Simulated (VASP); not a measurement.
# CaO (Pm-3m) in VASP: further runs, part 2 of 2

VASP 6.6.1. The steps go on from the part before.

## (3) Single point, PBE

This run uses another cell than the first one, of 12.24 Å³/atom, 1.031 times its volume.

INCAR reads:

```
  PREC = Accurate
  ENCUT = 520
  EDIFF = 1E-6
  ISMEAR = 0
  SIGMA = 0.01
  LREAL = False
  LASPH = True
  NELM = 80
  ALGO = Normal
  ISIF = 2
  LWAVE = False
  LCHARG = True
  GGA = PE
  LELF = True
  LVHAR = True
  NBANDS = 15
```

KPOINTS reads:

```
Automatic mesh
0
Gamma
  8 8 8
```

POSCAR reads:

```
CaO
1.0
    2.9032089656      0.0000000000      0.0000000000
    0.0000000000      2.9032089656      0.0000000000
    0.0000000000      0.0000000000      2.9032089656
Ca O
1 1
Direct
    0.0000000000      0.0000000000      0.0000000000
    0.5000000000      0.5000000000      0.5000000000
```

Potentials or basis: VASP PAW PBE potentials, release 64 (Ca_sv, O).

The run is started by

```bash
cat potpaw_PBE.64/Ca_sv/POTCAR potpaw_PBE.64/O/POTCAR > POTCAR
mpirun -np 1 vasp_std > vasp.out
```

OUTCAR:

```text
PREC = Accurate
   ENCUT = 520
   EDIFF = 1E-6
   ISMEAR = 0
   LREAL = False
   LASPH = True
   NELM = 80
   ISIF = 2
   GGA = PE

 ion  position               nearest neighbor table
   1  0.000  0.000  0.000-   2 2.51   2 2.51   2 2.51   2 2.51   2 2.51   2 2.51   2 2.51   2 2.51

   2  0.500  0.500  0.500-   1 2.51   1 2.51   1 2.51   1 2.51   1 2.51   1 2.51   1 2.51   1 2.51

  LATTYP: Found a simple cubic cell.
 ALAT       =     2.9032089656

  Lattice vectors:

 A1 = (   2.9032089656,   0.0000000000,   0.0000000000)
 A2 = (   0.0000000000,   2.9032089656,   0.0000000000)
 A3 = (   0.0000000000,   0.0000000000,   2.9032089656)

Analysis of symmetry for initial positions (statically):
=====================================================================
 Subroutine PRICEL returns:
 Original cell was already a primitive cell.

 Routine SETGRP: Setting up the symmetry group for a
 simple cubic supercell.

 Subroutine GETGRP returns: Found 48 space group operations
 (whereof 48 operations were pure point group operations)
 out of a pool of 48 trial point group operations.

The static configuration has the point symmetry O_h .

Analysis of symmetry for dynamics (positions and initial velocities):
=====================================================================
 Subroutine PRICEL returns:
 Original cell was already a primitive cell.

 Routine SETGRP: Setting up the symmetry group for a
 simple cubic supercell.

 Subroutine GETGRP returns: Found 48 space group operations
 (whereof 48 operations were pure point group operations)
 out of a pool of 48 trial point group operations.

The dynamic configuration has the point symmetry O_h .

 Subroutine INISYM returns: Found 48 space group operations
 (whereof 48 operations are pure point group operations),
 and found     1 'primitive' translations

----------------------------------------------------------------------------------------

                                     Primitive cell

  volume of cell :      24.4701

  direct lattice vectors                    reciprocal lattice vectors
     2.903208966  0.000000000  0.000000000     0.344446442  0.000000000  0.000000000
     0.000000000  2.903208966  0.000000000     0.000000000  0.344446442  0.000000000
     0.000000000  0.000000000  2.903208966     0.000000000  0.000000000  0.344446442

  length of vectors
     2.903208966  2.903208966  2.903208966     0.344446442  0.344446442  0.344446442

  position of ions in fractional coordinates (direct lattice)
     0.000000000  0.000000000  0.000000000
     0.500000000  0.500000000  0.500000000

  ion indices of the primitive-cell ions
   primitive index   ion index
                 1           1
                 2           2

----------------------------------------------------------------------------------------

 KPOINTS: Automatic mesh

Automatic generation of k-mesh.
 Grid dimensions read from file:
 generate k-points for:    8    8    8

 Generating k-lattice:

  Cartesian coordinates                     Fractional coordinates (reciprocal lattice)
     0.043055805  0.000000000  0.000000000     0.125000000  0.000000000  0.000000000
     0.000000000  0.043055805  0.000000000     0.000000000  0.125000000  0.000000000
     0.000000000  0.000000000  0.043055805     0.000000000  0.000000000  0.125000000

  Length of vectors
     0.043055805  0.043055805  0.043055805

  Shift w.r.t. Gamma in fractional coordinates (k-lattice)
     0.000000000  0.000000000  0.000000000

 Subroutine IBZKPT returns following result:
 ===========================================

 Found     35 irreducible k-points:

 Following reciprocal coordinates:
            Coordinates               Weight
  0.000000  0.000000  0.000000      1.000000
  0.125000  0.000000  0.000000      6.000000
  0.250000  0.000000  0.000000      6.000000
  0.375000  0.000000  0.000000      6.000000
  0.500000  0.000000  0.000000      3.000000
  0.125000  0.125000  0.000000     12.000000
[... 16 lines left out ...]
  0.375000  0.375000  0.125000     24.000000
  0.500000  0.375000  0.125000     24.000000
 [... further k-points ...]
   k-points           NKPTS =     35   k-points in BZ     NKDIM =     35   number of bands    NBANDS=     15
   number of dos      NEDOS =    301   number of ions     NIONS =      2
   total plane-waves  NPLWV =  13824
   dimension x,y,z NGX =    24 NGY =   24 NGZ =   24
   dimension x,y,z NGXF=    48 NGYF=   48 NGZF=   48
   ions per type =               1   1
   NGX,Y,Z   is equivalent  to a cutoff of  13.74, 13.74, 13.74 a.u.
   NGXF,Y,Z  is equivalent  to a cutoff of  27.49, 27.49, 27.49 a.u.
 SYSTEM =  unknown system
   PREC   = accura    normal or accurate (medium, high low for compatibility)
   ISTART =      0    job   : 0-new  1-cont  2-samecut
   ICHARG =      2    charge: 1-file 2-atom 10-const
   ISPIN  =      1    spin polarized calculation?
   LNONCOLLINEAR =      F non collinear calculations
   LSORBIT =      F    spin-orbit coupling
   LASPH  =      T    aspherical Exc in radial PAW
   ENCUT  =  520.0 eV  38.22 Ry    6.18 a.u.   5.40  5.40  5.40*2*pi/ulx,y,z
   NELM   =     80;   NELMIN=  2; NELMDL= -5     # of ELM steps
   EDIFF  = 0.1E-05   stopping-criterion for ELM
   LREAL  =      F    real-space projection
   EDIFFG = 0.1E-04   stopping-criterion for IOM
   NSW    =      0    number of steps for IOM
   IBRION =     -1    ionic relax: 0-MD 1-quasi-New 2-CG
   NFREE  =      0    steps in history (QN), initial steepest desc. (CG)
   ISIF   =      2    stress and relaxation
   ISYM   =      2    0-nonsym 1-usesym 2-fastsym
   POTIM  = 0.5000    time-step for ionic-motion
   TEBEG  =    0.0;   TEEND  =   0.0 temperature during run
   PSTRESS=    0.0 pullay stress
   NELECT =      16.0000    total number of electrons
   NUPDOWN=      -1.0000    fix difference up-down
   EMIN   =  10.00;   EMAX   =-10.00  energy-range for DOS
   EFERMI =   0.00;   METHOD = LEGACY
   ISMEAR =     0;   SIGMA  =   0.01  broadening in eV -4-tet -1-fermi 0-gaus
   EFERMI_NEDOS =   21; number of points for ismear=-14 and -15
   IALGO  =     38    algorithm
   IMIX   =      4    mixing-type and parameters
     AMIX     =   0.40;   BMIX     =  1.00
     AMIX_MAG =   1.60;   BMIX_MAG =  1.00
  volume/ion in A,a.u.               =      12.24        82.57
  Fermi-wavevector in a.u.,A,eV,Ry     =   1.420921  2.685151 27.470378  2.019016
  Thomas-Fermi vector in A             =   2.541785
   LORBIT       =      0    0 simple, 1 ext, 2 COOP (PROOUT), +10 PAW based schemes
   GGA     = PE    functional components
   LHFCALC =     F    Hartree Fock is set to
   AEXX    =    0.0000 exact exchange contribution
   IVDW    =     0    specifies the selected vdW correction
   LEPSILON=     F    determine dielectric tensor
   LRPA    =     F    only Hartree local field effects (RPA)
 non-spin polarized calculation
 Gauss-broadening in eV      SIGMA  =   0.01
  energy-cutoff  :      520.00
  volume of cell :       24.47
 maximum number of plane-waves:       691
 NGX is ok and might be reduce to    24
   NGX = 11   NGY = 11   NGZ = 11

 number of electron      15.9999997 magnetization

 Free energy of the ion-electron system (eV)
  ---------------------------------------------------
  ext. energy  EPLUGINS =         0.00000000
  ---------------------------------------------------
  free energy    TOTEN  =       -11.81329993 eV

  energy without entropy =      -11.81329993  energy(sigma->0) =      -11.81329993

 E-fermi :   4.3013     XC(G=0): -11.2629

 val. band max:        4.1855203094   @ k =   0.5000   0.5000   0.0000
 cond. band min:       6.9433161811   @ k =   0.0000   0.0000   0.0000
 fundamental gap:      2.7577958717
 Fermi energy:         4.3012589574

 k-point     1 :       0.0000    0.0000    0.0000
  band No.  band energies     occupation
      1     -35.1098      2.00000
      2     -15.5504      2.00000
      3     -15.5504      2.00000
      4     -15.5504      2.00000
      5     -12.2668      2.00000
      6       3.8809      2.00000
      7       3.8809      2.00000
      8       3.8809      2.00000
      9       6.9433      0.00000
     10       6.9433      0.00000
     11       9.4121      0.00000
     12      12.6256      0.00000
     13      12.6256      0.00000
     14      12.6256      0.00000
[... 401 lines left out ...]
      2     -16.5560      2.00000
      3     -16.3281      2.00000
      4     -15.4893      2.00000
      5     -11.4362      2.00000
      6       1.6777      2.00000
      7       2.0058      2.00000
      8       3.4847      2.00000
      9       8.8124      0.00000
     10       9.6966      0.00000
     11      11.0844      0.00000
     12      11.2490      0.00000
     13      13.2432      0.00000
     14      17.7834      0.00000
     15      17.9377      0.00000

 [... further k-points ...]
[... 5 lines left out ...]
  --------------------------------------------------------------------------------------
  -------------------------------------------------------------------------------------
  Total        0.6584058      0.6584058      0.6584058      0.0000000      0.0000000      0.0000000
  in kB       43.1091361     43.1091361     43.1091361      0.0000000      0.0000000      0.0000000
  external PRESSURE =      43.1091361 kB  Pullay stress =       0.0000000 kB

 VOLUME and BASIS-vectors are now :
 -----------------------------------------------------------------------------
  energy-cutoff  :      520.00
  volume of cell :       24.47
      direct lattice vectors                 reciprocal lattice vectors
     2.903208966  0.000000000  0.000000000     0.344446442  0.000000000  0.000000000
     0.000000000  2.903208966  0.000000000     0.000000000  0.344446442  0.000000000
     0.000000000  0.000000000  2.903208966     0.000000000  0.000000000  0.344446442

 POSITION                                       TOTAL-FORCE (eV/Angst)
 -----------------------------------------------------------------------------------
      0.00000      0.00000      0.00000         0.000000      0.000000      0.000000
      1.45160      1.45160      1.45160         0.000000      0.000000      0.000000
 -----------------------------------------------------------------------------------
    total drift:                                0.000000      0.000000     -0.000000

  FREE ENERGIE OF THE ION-ELECTRON SYSTEM (eV)
  ---------------------------------------------------
  free  energy   TOTEN  =       -11.8132999271 eV

  energy  without entropy=      -11.8132999271  energy(sigma->0) =      -11.81329993
```

Wall time 7.7 s (1 thread of Intel Xeon 6975P-C, shared host); peak memory 0.14 GiB.

Results:

```
Free energy            : -11.8133 eV
Pressure               : 4.3 GPa
Band gap on the k mesh : 2.76 eV, indirect (least direct gap 3.06 eV)
```

Levels at points of the mesh, in eV from the valence-band top:
```csv
k point,band 6,band 7,band 8,band 9,band 10,band 11
"(0.00, 0.00, 0.00)",-0.30,-0.30,-0.30,2.76,2.76,5.23
"(0.50, 0.00, 0.00)",-3.81,-0.80,-0.80,3.75,7.18,8.15
"(0.50, 0.50, 0.00)",-2.12,-2.12,0.00,3.89,4.74,6.58
"(0.50, 0.50, 0.50)",-3.44,-3.44,-3.44,7.95,7.95,7.95
```

A k mesh can miss the band edges. PBE gaps usually lie below the measured ones, often by a third to a half.

## (4) Single point, PBE

This run uses another cell than the first one, of 12.63 Å³/atom, 1.064 times its volume.

INCAR reads:

```
PREC = Accurate
ENCUT = 520
EDIFF = 1E-6
ISMEAR = 0
SIGMA = 0.01
LREAL = False
LASPH = True
NELM = 100
ALGO = Normal
ISIF = 2
LWAVE = False
LCHARG = False
GGA = PE
NBANDS = 15
```

KPOINTS reads:

```
regular mesh
0
Gamma
  8 8 8
```

POSCAR reads:

```
CaO
1.0
    2.9338573267      0.0000000000      0.0000000000
    0.0000000000      2.9338573267      0.0000000000
    0.0000000000      0.0000000000      2.9338573267
Ca O
1 1
Direct
    0.0000000000      0.0000000000      0.0000000000
    0.5000000000      0.5000000000      0.5000000000
```

The run is started by

```bash
cat potpaw_PBE.64/Ca_sv/POTCAR potpaw_PBE.64/O/POTCAR > POTCAR
mpirun -np 1 vasp_std > vasp.out
```

Run time: 8.1 s. Hardware: 1 thread of Intel Xeon 6975P-C, shared host; peak memory 0.14 GiB.

Results (log left out):

```
Free energy            : -11.8261 eV
Pressure               : 0.6 GPa
Band gap on the k mesh : 2.77 eV, indirect (least direct gap 3.08 eV)
```

Levels at points of the mesh, in eV from the valence-band top:
```tsv
k point	band 4	band 5	band 6	band 7	band 8	band 9	band 10	band 11	band 12	band 13
(0.00, 0.00, 0.00)	-19.86	-16.36	-0.31	-0.31	-0.31	2.77	2.77	4.87	8.25	8.25
(0.50, 0.00, 0.00)	-19.75	-15.26	-3.72	-0.77	-0.77	3.73	6.99	7.96	7.96	8.53
(0.50, 0.50, 0.00)	-19.65	-15.69	-2.09	-2.09	0.00	3.82	4.64	6.47	6.47	9.60
(0.50, 0.50, 0.50)	-20.54	-15.19	-3.30	-3.30	-3.30	7.74	7.74	7.74	9.73	9.73
```

## (5) Overview

| cell | gap on the mesh (eV) | pressure (GPa) |
| --- | --- | --- |
| a = 2.874 Å, 2 atoms | 2.74 | 8.4 |
| a = 2.903 Å, 2 atoms | 2.76 | 4.3 |
| a = 2.934 Å, 2 atoms | 2.77 | 0.6 |

Alike in all rows: task single point; level PBE; potentials or basis VASP PAW PBE potentials, release 64 (Ca_sv, O); no spin polarisation; k mesh 8 × 8 × 8; cutoff (eV) 520; smearing gaussian 0.01 eV.

Absolute energies hang on the potentials; compare differences alone.
